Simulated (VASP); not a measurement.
# Ge (Fd-3m) in VASP: notebook

The runs below take Ge through single point, with PBEsol.

Program: VASP 6.6.1. These are calculated values, not measurements. Logs are shortened: lines on timing, memory, paths and dates and some standing lists are left out, and cuts for length are marked.

## 1. The cell of the first run

Symmetry: Fd-3m, No. 227, cubic system. Conventional cell: a = 5.676 Å, b = 5.676 Å, c = 5.676 Å, α = 90.00°, β = 90.00°, γ = 90.00°. Ge (site symmetry -43m) has 4 Ge at 2.46 Å within 3.2 Å.

## 2. Single point, PBEsol

Input file INCAR:

```
SYSTEM = Ge
ALGO     = Normal         ! electronic algorithm
EDIFF    = 1E-6           ! SCF threshold, eV
ENCUT    = 520            ! plane-wave cutoff, eV
GGA      = PS             ! functional
ISIF     = 2              ! what is computed and relaxed
ISMEAR   = 0              ! smearing method
LASPH    = .True.         ! aspherical terms in the spheres
LCHARG   = .False.        ! write CHGCAR
LREAL    = .False.        ! projectors in reciprocal space
LWAVE    = .False.        ! write WAVECAR
NBANDS   = 21             ! bands
NELM     = 100            ! most SCF steps
PREC     = Accurate       ! precision mode
SIGMA    = 0.05           ! smearing width, eV
```

Input file KPOINTS:

```
k-points
0
Gamma
  14 14 14
  0 0 0
```

Input file POSCAR:

```
Ge
1.0
    0.0000000000      2.8378463399      2.8378463399
    2.8378463399      0.0000000000      2.8378463399
    2.8378463399      2.8378463399      0.0000000000
Ge
2
Direct
    0.5000000000      0.5000000000      0.5000000000
    0.7500000000      0.7500000000      0.7500000000
```

Potentials or basis: VASP PAW PBE potentials, release 64 (Ge_d).

Run with:

```bash
$ cat potpaw_PBE.64/Ge_d/POTCAR > POTCAR
$ mpirun -np 1 vasp_std > vasp.out
```

OUTCAR:

```text
SYSTEM = Ge
   EDIFF = 1E-6
   ENCUT = 520
   GGA = PS
   ISIF = 2
   ISMEAR = 0
   LASPH = .True.
   LREAL = .False.
   NELM = 100
   PREC = Accurate

 ion  position               nearest neighbor table
   1  0.500  0.500  0.500-   2 2.46   2 2.46   2 2.46   2 2.46
   2  0.750  0.750  0.750-   1 2.46   1 2.46   1 2.46   1 2.46

  LATTYP: Found a face centered cubic cell.
 ALAT       =     5.6756926798

  Lattice vectors:

 A1 = (   0.0000000000,   2.8378463399,   2.8378463399)
 A2 = (   2.8378463399,   0.0000000000,   2.8378463399)
 A3 = (   2.8378463399,   2.8378463399,   0.0000000000)

Analysis of symmetry for initial positions (statically):
=====================================================================
 Subroutine PRICEL returns:
 Original cell was already a primitive cell.

 Routine SETGRP: Setting up the symmetry group for a
 face centered cubic supercell.

 Subroutine GETGRP returns: Found 48 space group operations
 (whereof 24 operations were pure point group operations)
 out of a pool of 48 trial point group operations.

The static configuration has the point symmetry T_d .
 The point group associated with its full space group is O_h .

Analysis of symmetry for dynamics (positions and initial velocities):
=====================================================================
 Subroutine PRICEL returns:
 Original cell was already a primitive cell.

 Routine SETGRP: Setting up the symmetry group for a
 face centered cubic supercell.

 Subroutine GETGRP returns: Found 48 space group operations
 (whereof 24 operations were pure point group operations)
 out of a pool of 48 trial point group operations.

The dynamic configuration has the point symmetry T_d .
 The point group associated with its full space group is O_h .

 Subroutine INISYM returns: Found 48 space group operations
 (whereof 24 operations are pure point group operations),
 and found     1 'primitive' translations

----------------------------------------------------------------------------------------

                                     Primitive cell

  volume of cell :      45.7085

  direct lattice vectors                    reciprocal lattice vectors
     0.000000000  2.837846340  2.837846340    -0.176189948  0.176189948  0.176189948
     2.837846340  0.000000000  2.837846340     0.176189948 -0.176189948  0.176189948
     2.837846340  2.837846340  0.000000000     0.176189948  0.176189948 -0.176189948

  length of vectors
     4.013320782  4.013320782  4.013320782     0.305169942  0.305169942  0.305169942

  position of ions in fractional coordinates (direct lattice)
     0.500000000  0.500000000  0.500000000
     0.750000000  0.750000000  0.750000000

  ion indices of the primitive-cell ions
   primitive index   ion index
                 1           1
                 2           2

----------------------------------------------------------------------------------------

 KPOINTS: k-points

Automatic generation of k-mesh.
 Grid dimensions read from file:
 generate k-points for:   14   14   14

 Generating k-lattice:

  Cartesian coordinates                     Fractional coordinates (reciprocal lattice)
    -0.012584996  0.012584996  0.012584996     0.071428571  0.000000000  0.000000000
     0.012584996 -0.012584996  0.012584996     0.000000000  0.071428571  0.000000000
     0.012584996  0.012584996 -0.012584996     0.000000000  0.000000000  0.071428571

  Length of vectors
     0.021797853  0.021797853  0.021797853

  Shift w.r.t. Gamma in fractional coordinates (k-lattice)
     0.000000000  0.000000000  0.000000000

 Subroutine IBZKPT returns following result:
 ===========================================

 Found    104 irreducible k-points:

 Following reciprocal coordinates:
            Coordinates               Weight
  0.000000  0.000000  0.000000      1.000000
  0.071429  0.000000  0.000000      8.000000
  0.142857  0.000000  0.000000      8.000000
  0.214286  0.000000  0.000000      8.000000
  0.285714  0.000000  0.000000      8.000000
  0.357143  0.000000  0.000000      8.000000
[... 16 lines left out ...]
  0.214286  0.142857  0.000000     24.000000
  0.285714  0.142857  0.000000     24.000000
 [... further k-points ...]
   k-points           NKPTS =    104   k-points in BZ     NKDIM =    104   number of bands    NBANDS=     21
   number of dos      NEDOS =    301   number of ions     NIONS =      2
   total plane-waves  NPLWV =  27000
   dimension x,y,z NGX =    30 NGY =   30 NGZ =   30
   dimension x,y,z NGXF=    60 NGYF=   60 NGZF=   60
   ions per type =               2
   NGX,Y,Z   is equivalent  to a cutoff of  12.43, 12.43, 12.43 a.u.
   NGXF,Y,Z  is equivalent  to a cutoff of  24.85, 24.85, 24.85 a.u.
 SYSTEM =  Ge
   PREC   = accura    normal or accurate (medium, high low for compatibility)
   ISTART =      0    job   : 0-new  1-cont  2-samecut
   ICHARG =      2    charge: 1-file 2-atom 10-const
   ISPIN  =      1    spin polarized calculation?
   LNONCOLLINEAR =      F non collinear calculations
   LSORBIT =      F    spin-orbit coupling
   LASPH  =      T    aspherical Exc in radial PAW
   ENCUT  =  520.0 eV  38.22 Ry    6.18 a.u.   7.46  7.46  7.46*2*pi/ulx,y,z
   NELM   =    100;   NELMIN=  2; NELMDL= -5     # of ELM steps
   EDIFF  = 0.1E-05   stopping-criterion for ELM
   LREAL  =      F    real-space projection
   EDIFFG = 0.1E-04   stopping-criterion for IOM
   NSW    =      0    number of steps for IOM
   IBRION =     -1    ionic relax: 0-MD 1-quasi-New 2-CG
   NFREE  =      0    steps in history (QN), initial steepest desc. (CG)
   ISIF   =      2    stress and relaxation
   ISYM   =      2    0-nonsym 1-usesym 2-fastsym
   POTIM  = 0.5000    time-step for ionic-motion
   TEBEG  =    0.0;   TEEND  =   0.0 temperature during run
   PSTRESS=    0.0 pullay stress
   NELECT =      28.0000    total number of electrons
   NUPDOWN=      -1.0000    fix difference up-down
   EMIN   =  10.00;   EMAX   =-10.00  energy-range for DOS
   EFERMI =   0.00;   METHOD = LEGACY
   ISMEAR =     0;   SIGMA  =   0.05  broadening in eV -4-tet -1-fermi 0-gaus
   EFERMI_NEDOS =   21; number of points for ismear=-14 and -15
   IALGO  =     38    algorithm
   IMIX   =      4    mixing-type and parameters
     AMIX     =   0.40;   BMIX     =  1.00
     AMIX_MAG =   1.60;   BMIX_MAG =  1.00
  volume/ion in A,a.u.               =      22.85       154.23
  Fermi-wavevector in a.u.,A,eV,Ry     =   1.390364  2.627408 26.301601  1.933113
  Thomas-Fermi vector in A             =   2.514306
   LORBIT       =      0    0 simple, 1 ext, 2 COOP (PROOUT), +10 PAW based schemes
   GGA     = PS    functional components
   LHFCALC =     F    Hartree Fock is set to
   AEXX    =    0.0000 exact exchange contribution
   IVDW    =     0    specifies the selected vdW correction
   LEPSILON=     F    determine dielectric tensor
   LRPA    =     F    only Hartree local field effects (RPA)
 non-spin polarized calculation
 Gauss-broadening in eV      SIGMA  =   0.05
  energy-cutoff  :      520.00
  volume of cell :       45.71
 maximum number of plane-waves:      1248
 NGX is ok and might be reduce to    30
   NGX = 15   NGY = 15   NGZ = 15

 number of electron      28.0000014 magnetization

 Free energy of the ion-electron system (eV)
  ---------------------------------------------------
  ext. energy  EPLUGINS =         0.00000000
  ---------------------------------------------------
  free energy    TOTEN  =        -9.87452831 eV

  energy without entropy =       -9.87449609  energy(sigma->0) =       -9.87451220

 E-fermi :   4.7834     XC(G=0): -10.0840

 val. band max:        4.7696089877   @ k =   0.0000   0.0000   0.0000
 cond. band min:       4.8636039259   @ k =   0.5000   0.0000   0.0000
 fundamental gap:      0.0939949382
 Fermi energy:         4.7833772405

 k-point     1 :       0.0000    0.0000    0.0000
  band No.  band energies     occupation
      1     -19.9791      2.00000
      2     -19.9791      2.00000
      3     -19.9791      2.00000
      4     -19.9433      2.00000
      5     -19.9433      2.00000
      6     -19.7362      2.00000
[... 13 lines left out ...]
     20      14.2245      0.00000
     21      14.2245      0.00000

 k-point     2 :       0.0714    0.0000    0.0000
  band No.  band energies     occupation
      1     -19.9823      2.00000
      2     -19.9823      2.00000
      3     -19.9783      2.00000
      4     -19.9390      2.00000
      5     -19.9390      2.00000
      6     -19.7416      2.00000
[... 13 lines left out ...]
     20      13.7374      0.00000
     21      13.7374      0.00000

 k-point     3 :       0.1429    0.0000    0.0000
  band No.  band energies     occupation
      1     -19.9887      2.00000
      2     -19.9887      2.00000
      3     -19.9759      2.00000
      4     -19.9296      2.00000
      5     -19.9296      2.00000
      6     -19.7503      2.00000
[... 13 lines left out ...]
     20      13.1786      0.00000
     21      13.1786      0.00000

 k-point     4 :       0.2143    0.0000    0.0000
  band No.  band energies     occupation
      1     -19.9946      2.00000
      2     -19.9946      2.00000
      3     -19.9725      2.00000
      4     -19.9197      2.00000
      5     -19.9197      2.00000
      6     -19.7583      2.00000
[... 13 lines left out ...]
     20      12.9673      0.00000
     21      12.9673      0.00000

 k-point     5 :       0.2857    0.0000    0.0000
  band No.  band energies     occupation
      1     -19.9989      2.00000
      2     -19.9989      2.00000
      3     -19.9686      2.00000
      4     -19.9115      2.00000
      5     -19.9115      2.00000
      6     -19.7644      2.00000
[... 13 lines left out ...]
     20      13.2325      0.00000
     21      13.2325      0.00000

 k-point     6 :       0.3571    0.0000    0.0000
  band No.  band energies     occupation
      1     -20.0015      2.00000
      2     -20.0015      2.00000
      3     -19.9651      2.00000
      4     -19.9059      2.00000
      5     -19.9059      2.00000
      6     -19.7682      2.00000
[... 13 lines left out ...]
     20      13.9622      0.00000
     21      13.9622      0.00000

 k-point     7 :       0.4286    0.0000    0.0000
  band No.  band energies     occupation
      1     -20.0028      2.00000
      2     -20.0028      2.00000
      3     -19.9626      2.00000
      4     -19.9030      2.00000
      5     -19.9030      2.00000
      6     -19.7699      2.00000
[... 13 lines left out ...]
     20      15.0164      0.00000
     21      15.0164      0.00000
[... 291 lines left out ...]
      1     -19.9949      2.00000
      2     -19.9890      2.00000
      3     -19.9749      2.00000
      4     -19.9275      2.00000
      5     -19.9196      2.00000
      6     -19.7622      2.00000
[... 13 lines left out ...]
     20      12.6151      0.00000
     21      13.3140      0.00000

 k-point    21 :      -0.0714    0.0714    0.0000
  band No.  band energies     occupation
      1     -19.9882      2.00000
      2     -19.9831      2.00000
      3     -19.9785      2.00000
      4     -19.9354      2.00000
      5     -19.9306      2.00000
      6     -19.7521      2.00000
[... 13 lines left out ...]
     20      13.0072      0.00000
     21      13.5552      0.00000

 k-point    22 :       0.1429    0.1429    0.0000
  band No.  band energies     occupation
      1     -19.9872      2.00000
      2     -19.9863      2.00000
      3     -19.9863      2.00000
      4     -19.9319      2.00000
      5     -19.9146      2.00000
      6     -19.7768      2.00000
[... 13 lines left out ...]
     20      12.5221      0.00000
     21      14.5694      0.00000

 k-point    23 :       0.2143    0.1429    0.0000
  band No.  band energies     occupation
      1     -19.9953      2.00000
      2     -19.9905      2.00000
      3     -19.9814      2.00000
      4     -19.9244      2.00000
      5     -19.9028      2.00000
      6     -19.7896      2.00000
[... 13 lines left out ...]
     20      13.2988      0.00000
     21      14.4769      0.00000

 k-point    24 :       0.2857    0.1429    0.0000
  band No.  band energies     occupation
      1     -20.0035      2.00000
      2     -19.9953      2.00000
      3     -19.9734      2.00000
      4     -19.9154      2.00000
      5     -19.8923      2.00000
      6     -19.7994      2.00000
[... 13 lines left out ...]
     20      13.9199      0.00000
     21      14.5091      0.00000

 [... further k-points ...]

------------------------ aborting loop because EDIFF is reached ----------------------------------------

  FORCE on cell =-STRESS in cart. coord.  units (eV):
  Direction    XX          YY          ZZ          XY          YZ          ZX
  --------------------------------------------------------------------------------------
  -------------------------------------------------------------------------------------
  Total       -0.1208662     -0.1208662     -0.1208662     -0.0000000      0.0000000      0.0000000
  in kB       -4.2366130     -4.2366130     -4.2366130     -0.0000000      0.0000000      0.0000000
  external PRESSURE =      -4.2366130 kB  Pullay stress =       0.0000000 kB

 VOLUME and BASIS-vectors are now :
 -----------------------------------------------------------------------------
  energy-cutoff  :      520.00
  volume of cell :       45.71
      direct lattice vectors                 reciprocal lattice vectors
     0.000000000  2.837846340  2.837846340    -0.176189948  0.176189948  0.176189948
     2.837846340  0.000000000  2.837846340     0.176189948 -0.176189948  0.176189948
     2.837846340  2.837846340  0.000000000     0.176189948  0.176189948 -0.176189948

 POSITION                                       TOTAL-FORCE (eV/Angst)
 -----------------------------------------------------------------------------------
      2.83785      2.83785      2.83785         0.000000     -0.000000      0.000000
      4.25677      4.25677      4.25677        -0.000000      0.000000     -0.000000
 -----------------------------------------------------------------------------------
    total drift:                                0.000000     -0.000000     -0.000000

  FREE ENERGIE OF THE ION-ELECTRON SYSTEM (eV)
  ---------------------------------------------------
  free  energy   TOTEN  =        -9.8745283120 eV

  energy  without entropy=       -9.8744960886  energy(sigma->0) =       -9.87451220
```

Run time: 69 s. Hardware: 1 thread of Intel Xeon Platinum 8488C (Sapphire Rapids), shared host; peak memory 0.21 GiB.

Results:

| Item | Value |
| --- | --- |
| Free energy | -9.8745 eV |
| Pressure | -0.4 GPa |
| Band gap on the k mesh | zero (filled and empty bands touch) |

Caveat: the PAW data sets were made with another functional, which shifts forces and pressure a little.

## 3. Single point, PBEsol

Input file INCAR:

```
PREC     = Accurate       # precision mode
ENCUT    = 520            # plane-wave cutoff, eV
EDIFF    = 1E-6           # SCF threshold, eV
ISMEAR   = 0              # smearing method
SIGMA    = 0.05           # smearing width, eV
LREAL    = F              # projectors in reciprocal space
LASPH    = T              # aspherical terms in the spheres
NELM     = 80             # most SCF steps
ALGO     = Normal         # electronic algorithm
ISIF     = 2              # what is computed and relaxed
LWAVE    = F              # write WAVECAR
LCHARG   = F              # write CHGCAR
GGA      = PS             # functional
NBANDS   = 21             # bands
```

Input file KPOINTS:

```
Automatic mesh
0
Gamma
  14 14 14
```

POSCAR is that of step 2.

Potentials or basis: VASP PAW PBE potentials, release 64 (Ge_d).

Run with:

```bash
$ cat potpaw_PBE.64/Ge_d/POTCAR > POTCAR
$ mpirun -np 1 vasp_std > vasp.out
```

It took 60 s on 1 thread of Intel Xeon Platinum 8488C (Sapphire Rapids), shared host; peak memory 0.21 GiB.

The run converged. Its results:

```
Free energy            : -9.8745 eV
Pressure               : -0.4 GPa
Band gap on the k mesh : zero (filled and empty bands touch)
```

Levels at points of the mesh, in eV from the Fermi level:
| k point | band 12 | band 13 | band 14 | band 15 | band 16 | band 17 |
| --- | --- | --- | --- | --- | --- | --- |
| (0.00, 0.00, 0.00) | -0.11 | -0.01 | -0.01 | -0.01 | 2.51 | 2.51 |
| (0.50, 0.00, 0.00) | -7.60 | -1.41 | -1.41 | 0.08 | 3.69 | 3.69 |
| (0.50, 0.50, 0.00) | -8.88 | -3.07 | -3.07 | 0.66 | 0.66 | 9.40 |

Caveat: the PAW data sets were made with another functional, which shifts forces and pressure a little.
